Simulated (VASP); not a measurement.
# Sn (Fd-3m) in VASP: a series of runs, part 2 of 2

VASP 6.6.1. Earlier steps stand in the parts before.

### Step 4. Single point, PBE

Input file INCAR:

```
  ALGO = Normal
  EDIFF = 1E-7
  ENCUT = 520
  GGA = PE
  ISIF = 2
  ISMEAR = 0
  LASPH = T
  LCHARG = F
  LREAL = F
  LWAVE = F
  NBANDS = 21
  NELM = 80
  PREC = Accurate
  SIGMA = 0.2
```

Input file KPOINTS:

```
k-points
0
Gamma
  9 9 9
```

Input file POSCAR:

```
Sn
1.0
    0.0000000000      3.2333430000      3.2333430000
    3.2333430000      0.0000000000      3.2333430000
    3.2333430000      3.2333430000      0.0000000000
Sn
2
Direct
    0.0000000000      0.0000000000      0.0000000000
    0.2500000000      0.2500000000      0.2500000000
```

Potentials or basis: VASP PAW PBE potentials, release 64 (Sn_d).

On the command line:

```bash
$ cat potpaw_PBE.64/Sn_d/POTCAR > POTCAR
$ mpirun -np 1 vasp_std > vasp.out
```

OUTCAR:

```text
EDIFF = 1E-7
   ENCUT = 520
   GGA = PE
   ISIF = 2
   ISMEAR = 0
   LASPH = T
   LREAL = F
   NELM = 80
   PREC = Accurate

 ion  position               nearest neighbor table
   1  0.000  0.000  0.000-   2 2.80   2 2.80   2 2.80   2 2.80
   2  0.250  0.250  0.250-   1 2.80   1 2.80   1 2.80   1 2.80

  LATTYP: Found a face centered cubic cell.
 ALAT       =     6.4666860000

  Lattice vectors:

 A1 = (   0.0000000000,   3.2333430000,   3.2333430000)
[... 765 lines left out ...]
------------------------ aborting loop because EDIFF is reached ----------------------------------------

  FORCE on cell =-STRESS in cart. coord.  units (eV):
  Direction    XX          YY          ZZ          XY          YZ          ZX
  --------------------------------------------------------------------------------------
  -------------------------------------------------------------------------------------
  Total        1.5875235      1.5875235      1.5875235     -0.0000000      0.0000000     -0.0000000
  in kB       37.6223064     37.6223064     37.6223064     -0.0000000      0.0000000     -0.0000000
  external PRESSURE =      37.6223064 kB  Pullay stress =       0.0000000 kB

 VOLUME and BASIS-vectors are now :
 -----------------------------------------------------------------------------
  energy-cutoff  :      520.00
  volume of cell :       67.61
      direct lattice vectors                 reciprocal lattice vectors
     0.000000000  3.233343000  3.233343000    -0.154638713  0.154638713  0.154638713
     3.233343000  0.000000000  3.233343000     0.154638713 -0.154638713  0.154638713
     3.233343000  3.233343000  0.000000000     0.154638713  0.154638713 -0.154638713

 POSITION                                       TOTAL-FORCE (eV/Angst)
 -----------------------------------------------------------------------------------
      0.00000      0.00000      0.00000         0.000000     -0.000000     -0.000000
      1.61667      1.61667      1.61667        -0.000000      0.000000      0.000000
 -----------------------------------------------------------------------------------
    total drift:                                0.000000      0.000000      0.000000

  FREE ENERGIE OF THE ION-ELECTRON SYSTEM (eV)
  ---------------------------------------------------
  free  energy   TOTEN  =        -7.6245350021 eV

  energy  without entropy=       -7.6203025423  energy(sigma->0) =       -7.62241877
```

OSZICAR:

```text
N       E                     dE             d eps       ncg     rms          rms(c)
DAV:   1     0.227082197136E+03    0.22708E+03   -0.14560E+04  1480   0.192E+03
DAV:   2     0.168652601362E+02   -0.21022E+03   -0.20617E+03  1505   0.447E+02
DAV:   3    -0.686484316705E+01   -0.23730E+02   -0.23595E+02  1710   0.139E+02
DAV:   4    -0.765567982655E+01   -0.79084E+00   -0.79051E+00  1690   0.283E+01
DAV:   5    -0.768815410017E+01   -0.32474E-01   -0.32474E-01  2150   0.532E+00    0.329E+00
DAV:   6    -0.764344000045E+01    0.44714E-01   -0.29075E-02  1971   0.208E+00    0.192E+00
DAV:   7    -0.762226316118E+01    0.21177E-01   -0.45913E-02  1594   0.218E+00    0.162E-01
DAV:   8    -0.762411544641E+01   -0.18523E-02   -0.56545E-03  1675   0.808E-01    0.526E-02
DAV:   9    -0.762451416869E+01   -0.39872E-03   -0.50528E-04  1618   0.141E-01    0.122E-02
DAV:  10    -0.762453061520E+01   -0.16447E-04   -0.32303E-05  1876   0.483E-02    0.594E-03
DAV:  11    -0.762453496284E+01   -0.43476E-05   -0.78972E-06  1633   0.153E-02    0.793E-04
DAV:  12    -0.762453500209E+01   -0.39251E-07   -0.27561E-07  1445   0.328E-03
   1 F= -.76245350E+01 E0= -.76224188E+01  d E =-.423246E-02
```

stdout:

```text
POSCAR found type information on POSCAR Sn
 POSCAR found :  1 types and       2 ions
 scaLAPACK will be used
 LDA part: xc-table for (Slater+PW92), standard interpolation
 POSCAR, INCAR and KPOINTS ok, starting setup
 FFT: planning ... GRIDC
 FFT: planning ... GRID_SOFT
 FFT: planning ... GRID
 WAVECAR not read
 entering main loop
```

Run time: 60 s. Hardware: 1 thread of Intel Xeon 8259CL, shared host; peak memory 0.21 GiB.

Results:

```yaml
Free_energy: -7.6245 eV
Pressure: 3.8 GPa
Band_gap_on_the_k_mesh: zero (bands 14 and 15 overlap by 0.05 eV)
```

Caveat: the cell stands under pressure; spin-orbit coupling is left out, which moves the levels of the heavy elements.

### Step 5. Single point, PBE

Input file INCAR:

```
SYSTEM = Sn
PREC = Accurate
ENCUT = 520
EDIFF = 1E-6
ISMEAR = 0
SIGMA = 0.1
LREAL = .False.
LASPH = .True.
NELM = 100
ALGO = Normal
ISIF = 2
LWAVE = .False.
LCHARG = .True.
GGA = PE
LELF = .True.
LVHAR = .True.
NBANDS = 21
```

Input file KPOINTS:

```
Automatic mesh
0
Gamma
  9 9 9
  0 0 0
```

POSCAR is that of step 4.

Potentials or basis: VASP PAW PBE potentials, release 64 (Sn_d).

On the command line:

```bash
$ cat potpaw_PBE.64/Sn_d/POTCAR > POTCAR
$ mpirun -np 1 vasp_std > vasp.out
```

OUTCAR:

```text
SYSTEM = Sn
   PREC = Accurate
   ENCUT = 520
   EDIFF = 1E-6
   ISMEAR = 0
   LREAL = .False.
   LASPH = .True.
   NELM = 100
   ISIF = 2
   GGA = PE

 ion  position               nearest neighbor table
   1  0.000  0.000  0.000-   2 2.80   2 2.80   2 2.80   2 2.80
   2  0.250  0.250  0.250-   1 2.80   1 2.80   1 2.80   1 2.80

  LATTYP: Found a face centered cubic cell.
 ALAT       =     6.4666860000

  Lattice vectors:

 A1 = (   0.0000000000,   3.2333430000,   3.2333430000)
 A2 = (   3.2333430000,   0.0000000000,   3.2333430000)
 A3 = (   3.2333430000,   3.2333430000,   0.0000000000)

Analysis of symmetry for initial positions (statically):
=====================================================================
 Subroutine PRICEL returns:
 Original cell was already a primitive cell.

 Routine SETGRP: Setting up the symmetry group for a
 face centered cubic supercell.

 Subroutine GETGRP returns: Found 48 space group operations
 (whereof 24 operations were pure point group operations)
 out of a pool of 48 trial point group operations.

The static configuration has the point symmetry T_d .
 The point group associated with its full space group is O_h .

Analysis of symmetry for dynamics (positions and initial velocities):
=====================================================================
 Subroutine PRICEL returns:
 Original cell was already a primitive cell.

 Routine SETGRP: Setting up the symmetry group for a
 face centered cubic supercell.

 Subroutine GETGRP returns: Found 48 space group operations
 (whereof 24 operations were pure point group operations)
 out of a pool of 48 trial point group operations.

The dynamic configuration has the point symmetry T_d .
 The point group associated with its full space group is O_h .

 Subroutine INISYM returns: Found 48 space group operations
 (whereof 24 operations are pure point group operations),
 and found     1 'primitive' translations

[... 111 lines left out ...]
   IALGO  =     38    algorithm
   IMIX   =      4    mixing-type and parameters
     AMIX     =   0.40;   BMIX     =  1.00
     AMIX_MAG =   1.60;   BMIX_MAG =  1.00
  volume/ion in A,a.u.               =      33.80       228.11
  Fermi-wavevector in a.u.,A,eV,Ry     =   1.220298  2.306028 20.260790  1.489126
  Thomas-Fermi vector in A             =   2.355520
   LORBIT       =      0    0 simple, 1 ext, 2 COOP (PROOUT), +10 PAW based schemes
   GGA     = PE    functional components
   LHFCALC =     F    Hartree Fock is set to
   AEXX    =    0.0000 exact exchange contribution
   IVDW    =     0    specifies the selected vdW correction
   LEPSILON=     F    determine dielectric tensor
   LRPA    =     F    only Hartree local field effects (RPA)
 non-spin polarized calculation
 Gauss-broadening in eV      SIGMA  =   0.10
  energy-cutoff  :      520.00
  volume of cell :       67.61
 maximum number of plane-waves:      1853
 NGX is ok and might be reduce to    36
   NGX = 17   NGY = 17   NGZ = 17

 number of electron      28.0000008 magnetization

 Free energy of the ion-electron system (eV)
  ---------------------------------------------------
  ext. energy  EPLUGINS =         0.00000000
  ---------------------------------------------------
  free energy    TOTEN  =        -7.62301419 eV

  energy without entropy =       -7.62218764  energy(sigma->0) =       -7.62260091

 E-fermi :   5.7460     XC(G=0):  -8.9213

 val. band max:        5.6040241512   @ k =   0.1111   0.0000   0.0000
 cond. band min:       5.7896112217   @ k =   0.4444   0.0000   0.0000
 fundamental gap:      0.1855870706
 Fermi energy:         5.7460482380

 k-point     1 :       0.0000    0.0000    0.0000
  band No.  band energies     occupation
      1     -15.9500      2.00000
      2     -15.9500      2.00000
      3     -15.9500      2.00000
      4     -15.8889      2.00000
      5     -15.8889      2.00000
      6     -15.5712      2.00000
[... 565 lines left out ...]
     20      15.7411      0.00000
     21      15.9619      0.00000

 [... further k-points ...]

------------------------ aborting loop because EDIFF is reached ----------------------------------------

  FORCE on cell =-STRESS in cart. coord.  units (eV):
  Direction    XX          YY          ZZ          XY          YZ          ZX
  --------------------------------------------------------------------------------------
  -------------------------------------------------------------------------------------
  Total        1.5749126      1.5749126      1.5749126      0.0000000     -0.0000000      0.0000000
  in kB       37.3234443     37.3234443     37.3234443      0.0000000     -0.0000000      0.0000000
  external PRESSURE =      37.3234443 kB  Pullay stress =       0.0000000 kB

 VOLUME and BASIS-vectors are now :
 -----------------------------------------------------------------------------
  energy-cutoff  :      520.00
  volume of cell :       67.61
      direct lattice vectors                 reciprocal lattice vectors
     0.000000000  3.233343000  3.233343000    -0.154638713  0.154638713  0.154638713
     3.233343000  0.000000000  3.233343000     0.154638713 -0.154638713  0.154638713
     3.233343000  3.233343000  0.000000000     0.154638713  0.154638713 -0.154638713

 POSITION                                       TOTAL-FORCE (eV/Angst)
 -----------------------------------------------------------------------------------
      0.00000      0.00000      0.00000        -0.000000      0.000000     -0.000000
      1.61667      1.61667      1.61667         0.000000     -0.000000      0.000000
 -----------------------------------------------------------------------------------
    total drift:                                0.000000      0.000000      0.000000

  FREE ENERGIE OF THE ION-ELECTRON SYSTEM (eV)
  ---------------------------------------------------
  free  energy   TOTEN  =        -7.6230141867 eV

  energy  without entropy=       -7.6221876425  energy(sigma->0) =       -7.62260091
```

OSZICAR:

```text
N       E                     dE             d eps       ncg     rms          rms(c)
DAV:   1     0.227087376428E+03    0.22709E+03   -0.14560E+04  1480   0.192E+03
DAV:   2     0.168656513064E+02   -0.21022E+03   -0.20615E+03  1505   0.447E+02
DAV:   3    -0.686352821691E+01   -0.23729E+02   -0.23596E+02  1710   0.139E+02
DAV:   4    -0.765436729550E+01   -0.79084E+00   -0.79052E+00  1690   0.283E+01
DAV:   5    -0.768683862630E+01   -0.32471E-01   -0.32471E-01  2150   0.532E+00    0.329E+00
DAV:   6    -0.764195275366E+01    0.44886E-01   -0.29188E-02  1971   0.208E+00    0.192E+00
DAV:   7    -0.762071250132E+01    0.21240E-01   -0.46273E-02  1594   0.219E+00    0.162E-01
DAV:   8    -0.762258975374E+01   -0.18773E-02   -0.57050E-03  1675   0.811E-01    0.528E-02
DAV:   9    -0.762299306839E+01   -0.40331E-03   -0.51084E-04  1618   0.141E-01    0.122E-02
DAV:  10    -0.762300975786E+01   -0.16689E-04   -0.32605E-05  1876   0.485E-02    0.598E-03
DAV:  11    -0.762301416257E+01   -0.44047E-05   -0.78958E-06  1305   0.155E-02    0.769E-04
DAV:  12    -0.762301418667E+01   -0.24100E-07   -0.30241E-07  1269   0.511E-03
   1 F= -.76230142E+01 E0= -.76226009E+01  d E =-.826544E-03
```

stdout:

```text
POSCAR found type information on POSCAR Sn
 POSCAR found :  1 types and       2 ions
 scaLAPACK will be used
 LDA part: xc-table for (Slater+PW92), standard interpolation
 POSCAR, INCAR and KPOINTS ok, starting setup
 FFT: planning ... GRIDC
 FFT: planning ... GRID_SOFT
 FFT: planning ... GRID
 WAVECAR not read
 entering main loop
```

Run time: 72 s. Hardware: 1 thread of Intel Xeon 8259CL, shared host; peak memory 0.22 GiB.

What came out:

```yaml
Free_energy: -7.6230 eV
Pressure: 3.7 GPa
Band_gap_on_the_k_mesh: zero (bands 14 and 15 overlap by 0.05 eV)
```

Caveat: the cell stands under pressure; spin-orbit coupling is left out, which moves the levels of the heavy elements.

### Step 6. The runs side by side

| smearing | gap on the mesh (eV) | pressure (GPa) |
| --- | --- | --- |
| gaussian 0.5 eV | none | 3.8 |
| gaussian 0.3 eV | none | 3.8 |
| gaussian 0.2 eV | none | 3.8 |
| gaussian 0.1 eV | none | 3.7 |

Alike in all rows: task single point; level PBE; potentials or basis VASP PAW PBE potentials, release 64 (Sn_d); no spin polarisation; cell as given; k mesh 9 × 9 × 9; cutoff (eV) 520.

Caveats: the cell stands under pressure; spin-orbit coupling is left out, which moves the levels of the heavy elements; so wide a smearing shifts energies and pressures (at least some runs).

Total energies depend on the potentials used, so only differences within one code and one set of settings carry meaning.
